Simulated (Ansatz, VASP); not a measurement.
## SiGe4 in VASP and in Ansatz

```
CELL_PARAMETERS angstrom
2.44126 -4.77171 0.00000
2.44126 4.77171 0.00000
0.00000 0.00000 5.56186
ATOMIC_POSITIONS crystal
Si 0.00000 0.00000 0.00000
Ge 0.50000 0.50000 0.72478
Ge 0.50000 0.50000 0.27522
Ge 0.71034 0.28966 0.00000
Ge 0.28966 0.71034 0.00000
```

Alike in both runs: functional PBE; k mesh 10 × 10 × 8; occupations gaussian, width 0.1 eV; no spin polarisation.

Ansatz relaxed the structure, and its values are those at the end. VASP's run is a single point on that final structure, the one shown.

```csv
,VASP,Ansatz
version,VASP 6.6.1,Ansatz 0.2.0
potentials or method,"VASP PAW PBE potentials, release 64 (Si, Ge_d), cutoff 520 eV","scalar-relativistic, plane waves, PAW"
valence electrons in the cell,60,60
```

|  | VASP | Ansatz | Ansatz less VASP |
| --- | --- | --- | --- |
| gap on the k mesh at the Fermi level (eV) | none | none | - |
| pressure (GPa) | 0.0 | 0.0 | -0.04 |

A gap of «none» marks a metal or a gap that the smearing closes. The functional is the same, so the differences come from potentials, cutoffs and numerics.
